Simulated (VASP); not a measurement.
# SiC (F-43m) in VASP: notebook

Runs on SiC. Level: PBEsol. Tasks: single point.

Everything below comes from runs of VASP 6.6.1. Logs are shortened: lines on timing, memory, paths and dates and some standing lists are left out, and cuts for length are marked.

## (1) The cell of the first run

Symmetry: F-43m, No. 216, cubic system. Conventional cell: a = 4.356 Å, b = 4.356 Å, c = 4.356 Å, α = 90.00°, β = 90.00°, γ = 90.00°. Within 2.5 Å of Si (site symmetry -43m) lie 4 C at 1.89 Å. Within 2.5 Å of C (site symmetry -43m) lie 4 Si at 1.89 Å.

## (2) Single point, PBEsol

INCAR reads:

```
PREC = Accurate
ENCUT = 600
EDIFF = 1E-6
ISMEAR = 0
SIGMA = 0.01
LREAL = False
LASPH = True
NELM = 120
ALGO = Normal
ISIF = 2
LWAVE = False
LCHARG = False
GGA = PS
NBANDS = 11
GGA_COMPAT = False
```

KPOINTS reads:

```
regular mesh
0
Gamma
  8 8 8
```

POSCAR reads:

```
SiC
1.0
    0.0000000000      2.1780497564      2.1780497564
    2.1780497564      0.0000000000      2.1780497564
    2.1780497564      2.1780497564      0.0000000000
Si C
1 1
Direct
    0.2500000000      0.2500000000      0.2500000000
    0.0000000000      0.0000000000      0.0000000000
```

Potentials or basis: VASP PAW PBE potentials, release 64 (Si, C).

Started as:

```
$ cat potpaw_PBE.64/Si/POTCAR potpaw_PBE.64/C/POTCAR > POTCAR
$ mpirun -np 1 vasp_std > vasp.out
```

OUTCAR:

```text
PREC = Accurate
   ENCUT = 600
   EDIFF = 1E-6
   ISMEAR = 0
   LREAL = False
   LASPH = True
   NELM = 120
   ISIF = 2
   GGA = PS

 ion  position               nearest neighbor table
   1  0.250  0.250  0.250-   2 1.89   2 1.89   2 1.89   2 1.89
   2  0.000  0.000  0.000-   1 1.89   1 1.89   1 1.89   1 1.89

  LATTYP: Found a face centered cubic cell.
 ALAT       =     4.3560995128

  Lattice vectors:

 A1 = (   0.0000000000,   2.1780497564,   2.1780497564)
 A2 = (   2.1780497564,   0.0000000000,   2.1780497564)
 A3 = (   2.1780497564,   2.1780497564,   0.0000000000)

Analysis of symmetry for initial positions (statically):
=====================================================================
 Subroutine PRICEL returns:
 Original cell was already a primitive cell.

 Routine SETGRP: Setting up the symmetry group for a
 face centered cubic supercell.

 Subroutine GETGRP returns: Found 24 space group operations
 (whereof 24 operations were pure point group operations)
 out of a pool of 48 trial point group operations.

The static configuration has the point symmetry T_d .

Analysis of symmetry for dynamics (positions and initial velocities):
=====================================================================
 Subroutine PRICEL returns:
 Original cell was already a primitive cell.

 Routine SETGRP: Setting up the symmetry group for a
 face centered cubic supercell.

 Subroutine GETGRP returns: Found 24 space group operations
 (whereof 24 operations were pure point group operations)
 out of a pool of 48 trial point group operations.

The dynamic configuration has the point symmetry T_d .

 Subroutine INISYM returns: Found 24 space group operations
 (whereof 24 operations are pure point group operations),
 and found     1 'primitive' translations

----------------------------------------------------------------------------------------

                                     Primitive cell

  volume of cell :      20.6649

  direct lattice vectors                    reciprocal lattice vectors
     0.000000000  2.178049756  2.178049756    -0.229563167  0.229563167  0.229563167
     2.178049756  0.000000000  2.178049756     0.229563167 -0.229563167  0.229563167
     2.178049756  2.178049756  0.000000000     0.229563167  0.229563167 -0.229563167

  length of vectors
     3.080227505  3.080227505  3.080227505     0.397615069  0.397615069  0.397615069

  position of ions in fractional coordinates (direct lattice)
     0.250000000  0.250000000  0.250000000
     0.000000000  0.000000000  0.000000000

  ion indices of the primitive-cell ions
   primitive index   ion index
                 1           1
                 2           2

----------------------------------------------------------------------------------------

 KPOINTS: regular mesh

Automatic generation of k-mesh.
 Grid dimensions read from file:
 generate k-points for:    8    8    8

 Generating k-lattice:

  Cartesian coordinates                     Fractional coordinates (reciprocal lattice)
    -0.028695396  0.028695396  0.028695396     0.125000000  0.000000000  0.000000000
     0.028695396 -0.028695396  0.028695396     0.000000000  0.125000000  0.000000000
     0.028695396  0.028695396 -0.028695396     0.000000000  0.000000000  0.125000000

  Length of vectors
     0.049701884  0.049701884  0.049701884

  Shift w.r.t. Gamma in fractional coordinates (k-lattice)
     0.000000000  0.000000000  0.000000000

 Subroutine IBZKPT returns following result:
 ===========================================

 Found     29 irreducible k-points:

 Following reciprocal coordinates:
            Coordinates               Weight
  0.000000  0.000000  0.000000      1.000000
  0.125000  0.000000  0.000000      8.000000
  0.250000  0.000000  0.000000      8.000000
  0.375000  0.000000  0.000000      8.000000
  0.500000  0.000000  0.000000      4.000000
  0.125000  0.125000  0.000000      6.000000
[... 16 lines left out ...]
  0.500000  0.250000  0.125000     48.000000
 -0.375000  0.250000  0.125000     24.000000
 [... further k-points ...]
   k-points           NKPTS =     29   k-points in BZ     NKDIM =     29   number of bands    NBANDS=     11
   number of dos      NEDOS =    301   number of ions     NIONS =      2
   total plane-waves  NPLWV =  21952
   dimension x,y,z NGX =    28 NGY =   28 NGZ =   28
   dimension x,y,z NGXF=    56 NGYF=   56 NGZF=   56
   ions per type =               1   1
   NGX,Y,Z   is equivalent  to a cutoff of  15.11, 15.11, 15.11 a.u.
   NGXF,Y,Z  is equivalent  to a cutoff of  30.22, 30.22, 30.22 a.u.
 SYSTEM =  unknown system
   PREC   = accura    normal or accurate (medium, high low for compatibility)
   ISTART =      0    job   : 0-new  1-cont  2-samecut
   ICHARG =      2    charge: 1-file 2-atom 10-const
   ISPIN  =      1    spin polarized calculation?
   LNONCOLLINEAR =      F non collinear calculations
   LSORBIT =      F    spin-orbit coupling
   LASPH  =      T    aspherical Exc in radial PAW
   ENCUT  =  600.0 eV  44.10 Ry    6.64 a.u.   6.15  6.15  6.15*2*pi/ulx,y,z
   NELM   =    120;   NELMIN=  2; NELMDL= -5     # of ELM steps
   EDIFF  = 0.1E-05   stopping-criterion for ELM
   LREAL  =      F    real-space projection
   EDIFFG = 0.1E-04   stopping-criterion for IOM
   NSW    =      0    number of steps for IOM
   IBRION =     -1    ionic relax: 0-MD 1-quasi-New 2-CG
   NFREE  =      0    steps in history (QN), initial steepest desc. (CG)
   ISIF   =      2    stress and relaxation
   ISYM   =      2    0-nonsym 1-usesym 2-fastsym
   POTIM  = 0.5000    time-step for ionic-motion
   TEBEG  =    0.0;   TEEND  =   0.0 temperature during run
   PSTRESS=    0.0 pullay stress
   NELECT =       8.0000    total number of electrons
   NUPDOWN=      -1.0000    fix difference up-down
   EMIN   =  10.00;   EMAX   =-10.00  energy-range for DOS
   EFERMI =   0.00;   METHOD = LEGACY
   ISMEAR =     0;   SIGMA  =   0.01  broadening in eV -4-tet -1-fermi 0-gaus
   EFERMI_NEDOS =   21; number of points for ismear=-14 and -15
   IALGO  =     38    algorithm
   IMIX   =      4    mixing-type and parameters
     AMIX     =   0.40;   BMIX     =  1.00
     AMIX_MAG =   1.60;   BMIX_MAG =  1.00
  volume/ion in A,a.u.               =      10.33        69.73
  Fermi-wavevector in a.u.,A,eV,Ry     =   1.193146  2.254720 19.369228  1.423598
  Thomas-Fermi vector in A             =   2.329168
   LORBIT       =      0    0 simple, 1 ext, 2 COOP (PROOUT), +10 PAW based schemes
   GGA     = PS    functional components
   LHFCALC =     F    Hartree Fock is set to
   AEXX    =    0.0000 exact exchange contribution
   IVDW    =     0    specifies the selected vdW correction
   LEPSILON=     F    determine dielectric tensor
   LRPA    =     F    only Hartree local field effects (RPA)
 non-spin polarized calculation
 Gauss-broadening in eV      SIGMA  =   0.01
  energy-cutoff  :      600.00
  volume of cell :       20.66
 maximum number of plane-waves:       701
 NGX is ok and might be reduce to    28
   NGX = 13   NGY = 13   NGZ = 13

 number of electron       8.0000000 magnetization

 Free energy of the ion-electron system (eV)
  ---------------------------------------------------
  ext. energy  EPLUGINS =         0.00000000
  ---------------------------------------------------
  free energy    TOTEN  =       -15.91492803 eV

  energy without entropy =      -15.91492803  energy(sigma->0) =      -15.91492803

 E-fermi :   8.1826     XC(G=0): -11.5103

 val. band max:        8.0716645349   @ k =   0.0000   0.0000   0.0000
 cond. band min:       9.3037398097   @ k =   0.5000   0.5000   0.0000
 fundamental gap:      1.2320752748
 Fermi energy:         8.1826009246

 k-point     1 :       0.0000    0.0000    0.0000
  band No.  band energies     occupation
      1      -7.3632      2.00000
      2       8.0717      2.00000
      3       8.0717      2.00000
      4       8.0717      2.00000
      5      14.2734      0.00000
      6      15.3229      0.00000
      7      15.3229      0.00000
      8      15.3229      0.00000
      9      22.5355      0.00000
     10      22.5355      0.00000
     11      24.3540      0.00000

 k-point     2 :       0.1250    0.0000    0.0000
  band No.  band energies     occupation
      1      -7.0569      2.00000
      2       6.5781      2.00000
      3       7.8691      2.00000
      4       7.8691      2.00000
      5      14.4962      0.00000
      6      15.6759      0.00000
      7      15.6759      0.00000
      8      15.8589      0.00000
      9      21.2807      0.00000
     10      21.2807      0.00000
     11      23.9291      0.00000

 k-point     3 :       0.2500    0.0000    0.0000
  band No.  band energies     occupation
      1      -6.1604      2.00000
      2       3.7539      2.00000
      3       7.4620      2.00000
      4       7.4620      2.00000
      5      14.0076      0.00000
      6      15.9171      0.00000
      7      15.9171      0.00000
      8      17.3584      0.00000
      9      21.1079      0.00000
     10      21.1079      0.00000
     11      23.0197      0.00000

 k-point     4 :       0.3750    0.0000    0.0000
  band No.  band energies     occupation
      1      -4.7927      2.00000
      2       0.9956      2.00000
      3       7.1340      2.00000
      4       7.1340      2.00000
      5      13.5973      0.00000
      6      15.4749      0.00000
      7      15.4749      0.00000
      8      17.9812      0.00000
      9      23.1074      0.00000
     10      23.1074      0.00000
     11      23.4334      0.00000

 k-point     5 :       0.5000    0.0000    0.0000
  band No.  band energies     occupation
      1      -3.7537      2.00000
      2      -0.5346      2.00000
      3       7.0149      2.00000
      4       7.0149      2.00000
      5      13.4571      0.00000
      6      15.2163      0.00000
      7      15.2163      0.00000
      8      17.9939      0.00000
      9      24.0968      0.00000
     10      25.2238      0.00000
     11      25.2238      0.00000
[... 211 lines left out ...]
 k-point    21 :       0.5000    0.5000    0.0000
  band No.  band energies     occupation
      1      -2.2890      2.00000
      2       0.2340      2.00000
      3       4.8592      2.00000
      4       4.8592      2.00000
      5       9.3037      0.00000
      6      12.2749      0.00000
      7      22.0399      0.00000
      8      22.0399      0.00000
      9      22.7710      0.00000
     10      28.1346      0.00000
     11      30.2417      0.00000

 k-point    22 :       0.3750    0.2500    0.1250
  band No.  band energies     occupation
      1      -5.3809      2.00000
      2       3.5754      2.00000
      3       5.1809      2.00000
      4       6.7877      2.00000
      5      13.3470      0.00000
      6      15.6253      0.00000
      7      16.4715      0.00000
      8      18.0837      0.00000
      9      20.2382      0.00000
     10      23.9838      0.00000
     11      27.3824      0.00000

 k-point    23 :       0.5000    0.2500    0.1250
  band No.  band energies     occupation
      1      -4.0657      2.00000
      2       1.5253      2.00000
      3       4.4424      2.00000
      4       6.1284      2.00000
      5      13.2805      0.00000
      6      15.5913      0.00000
      7      17.2055      0.00000
      8      18.4568      0.00000
      9      21.3775      0.00000
     10      24.4763      0.00000
     11      27.2775      0.00000

 k-point    24 :      -0.3750    0.2500    0.1250
  band No.  band energies     occupation
      1      -3.0994      2.00000
      2       0.1843      2.00000
      3       4.3342      2.00000
      4       5.7864      2.00000
      5      13.2216      0.00000
      6      15.2728      0.00000
      7      18.1638      0.00000
      8      19.0041      0.00000
      9      21.4057      0.00000
     10      24.2079      0.00000
     11      27.2534      0.00000

 [... further k-points ...]

------------------------ aborting loop because EDIFF is reached ----------------------------------------

  FORCE on cell =-STRESS in cart. coord.  units (eV):
  Direction    XX          YY          ZZ          XY          YZ          ZX
  --------------------------------------------------------------------------------------
  -------------------------------------------------------------------------------------
  Total        0.0437862      0.0437862      0.0437862      0.0000000      0.0000000     -0.0000000
  in kB        3.3948032      3.3948032      3.3948032      0.0000000      0.0000000     -0.0000000
  external PRESSURE =       3.3948032 kB  Pullay stress =       0.0000000 kB

 VOLUME and BASIS-vectors are now :
 -----------------------------------------------------------------------------
  energy-cutoff  :      600.00
  volume of cell :       20.66
      direct lattice vectors                 reciprocal lattice vectors
     0.000000000  2.178049756  2.178049756    -0.229563167  0.229563167  0.229563167
     2.178049756  0.000000000  2.178049756     0.229563167 -0.229563167  0.229563167
     2.178049756  2.178049756  0.000000000     0.229563167  0.229563167 -0.229563167

 POSITION                                       TOTAL-FORCE (eV/Angst)
 -----------------------------------------------------------------------------------
      1.08902      1.08902      1.08902        -0.000000     -0.000000     -0.000000
      0.00000      0.00000      0.00000         0.000000      0.000000      0.000000
 -----------------------------------------------------------------------------------
    total drift:                                0.000000      0.000000      0.000000

  FREE ENERGIE OF THE ION-ELECTRON SYSTEM (eV)
  ---------------------------------------------------
  free  energy   TOTEN  =       -15.9149280290 eV

  energy  without entropy=      -15.9149280290  energy(sigma->0) =      -15.91492803
```

Run time: 4.4 s. Hardware: 1 thread of Intel Xeon 6975P-C (Granite Rapids), shared host; peak memory 0.14 GiB.

What came out:

```yaml
Free_energy: -15.9149 eV
Pressure: 0.3 GPa
Band_gap_on_the_k_mesh: 1.23 eV, indirect (least direct gap 4.44 eV)
```

Caveat: the PAW data sets were made with another functional, which shifts forces and pressure a little. A k mesh can miss the band edges.

[end of part 1 of 2]
